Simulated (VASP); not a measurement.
Set up this calculation in VASP 6.6.1, as the native input.

| Item | Value |
| --- | --- |
| Task | single point |
| Functional | r2SCAN |
| Potentials or basis | VASP PAW PBE potentials, release 64 (Hf_pv, O) |
| Cutoff | 520 eV |
| k mesh | 8 × 8 × 8 |
| Occupations | gaussian, width 0.01 eV |
| Spin | no spin polarisation |
| Dipole correction | no |
| Further INCAR settings | ALGO = Normal; EDIFF = 1e-06; NBANDS = 18 |

The system is HfO2.

```
Hf O
1.0
     0.00000    2.59317    2.59317
     2.59317    0.00000    2.59317
     2.59317    2.59317    0.00000
Hf O
1 2
Direct
  0.00000 0.00000 0.00000
  0.25000 0.25000 0.25000
  0.75000 0.75000 0.75000
```

This cell differs from its parent crystal: strain +2.5%.

One way to write it, as run:

POSCAR

```
HfO2
1.0
    0.0000000000      2.5931706045      2.5931706045
    2.5931706045      0.0000000000      2.5931706045
    2.5931706045      2.5931706045      0.0000000000
Hf O
1 2
Direct
    0.0000000000      0.0000000000      0.0000000000
    0.2500000000      0.2500000000      0.2500000000
    0.7500000000      0.7500000000      0.7500000000
```

INCAR.step1

```
SYSTEM = HfO2
PREC = Accurate ; ENCUT = 520
ISMEAR = 0 ; SIGMA = 0.01
LREAL = .FALSE. ; LASPH = .TRUE.
NELM = 100 ; NBANDS = 18
GGA = PE ; ALGO = Normal
EDIFF = 1E-4 ; LWAVE = .TRUE.
LCHARG = .FALSE.
```

INCAR.step2

```
SYSTEM = HfO2
PREC = Accurate ; ENCUT = 520
EDIFF = 1E-6 ; ISMEAR = 0
SIGMA = 0.01 ; LREAL = .FALSE.
LASPH = .TRUE. ; NELM = 100
ALGO = Normal ; ISIF = 2
LWAVE = .FALSE. ; LCHARG = .FALSE.
METAGGA = R2SCAN ; LMIXTAU = .TRUE.
NBANDS = 18 ; ISTART = 1
```

KPOINTS

```
Automatic mesh
0
G
  8 8 8
  0 0 0
```

Potentials or basis: VASP PAW PBE potentials, release 64 (Hf_pv, O).

Launch:

```sh
$ cat potpaw_PBE.64/Hf_pv/POTCAR potpaw_PBE.64/O/POTCAR > POTCAR
$ cp INCAR.step1 INCAR
$ mpirun -np 1 vasp_std > vasp.out
$ cp INCAR.step2 INCAR
$ mpirun -np 1 vasp_std > vasp.out
```

Results of the run:

* Pressure: -20.6 GPa
* Band gap on the k mesh: 4.09 eV

Caveat: the cell differs from its parent crystal (strain +2.5%); the cell stands under tension; the PAW data sets were made with another functional, which shifts forces and pressure a little; spin-orbit coupling is left out, which moves the levels of the heavy elements.

Wall time 2.6 min on 1 thread of Intel Xeon 8259CL (shared host), peak memory 0.17 GiB.
